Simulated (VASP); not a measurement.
Input of a VASP 6.6.1 run:

INCAR

```
SYSTEM = Tl
PREC = Accurate ; ENCUT = 600
EDIFF = 1E-6 ; ISMEAR = -1
SIGMA = 0.1 ; LREAL = .FALSE.
LASPH = .TRUE. ; NELM = 60
ALGO = Normal ; ISIF = 3
LWAVE = .FALSE. ; LCHARG = .FALSE.
GGA = PS ; IBRION = 2
NSW = 60 ; EDIFFG = -0.005
PSTRESS = 310.0
```

File KPOINTS:

```
Automatic mesh
0
G
  14 14 8
  0 0 0
```

File POSCAR:

```
Tl
1.0
    3.0731216484      0.0000000000      0.0000000000
   -1.5365608242      2.6614014164      0.0000000000
    0.0000000000      0.0000000000      4.9784570703
Tl
2
Direct
    0.3333333333      0.6666666667      0.2500000000
    0.6666666667      0.3333333333      0.7500000000
```

Potentials or basis: VASP PAW PBE potentials, release 64 (Tl_d).

Command:

```bash
$ cat potpaw_PBE.64/Tl_d/POTCAR > POTCAR
$ mpirun -np 1 vasp_std > vasp.out
```

Problem. Predict the band gap on the k mesh.

Solution. Zero (bands 13 and 14 overlap by 8.00 eV).

Problem. Predict the relaxed cell.

Solution. a = 3.057 Å, b = 3.057 Å, c = 5.035 Å, α = 90.00°, β = 90.00°, γ = 120.00°.

Problem. Predict the relaxed volume.

Solution. 20.38 Å³/atom.

Problem. What does it give for the space group after relaxing (to 0.1 Å)?

Solution. P6_3/mmc (No. 194).

Final structure:
```cif
data_structure
_symmetry_space_group_name_H-M 'P 1'
_symmetry_Int_Tables_number 1
_cell_length_a 3.0574
_cell_length_b 3.0574
_cell_length_c 5.0351
_cell_angle_alpha 90.000
_cell_angle_beta 90.000
_cell_angle_gamma 120.000
_cell_volume 40.76
loop_
_atom_site_label
_atom_site_type_symbol
_atom_site_fract_x
_atom_site_fract_y
_atom_site_fract_z
_atom_site_occupancy
Tl1 Tl 0.33333 0.66667 0.25000 1
Tl2 Tl 0.66667 0.33333 0.75000 1
```

Caveat: the cell is relaxed towards a set pressure, so the run minimises the enthalpy, not the energy; the PAW data sets were made with another functional, which shifts forces and pressure a little; spin-orbit coupling is left out, which moves the levels of the heavy elements.
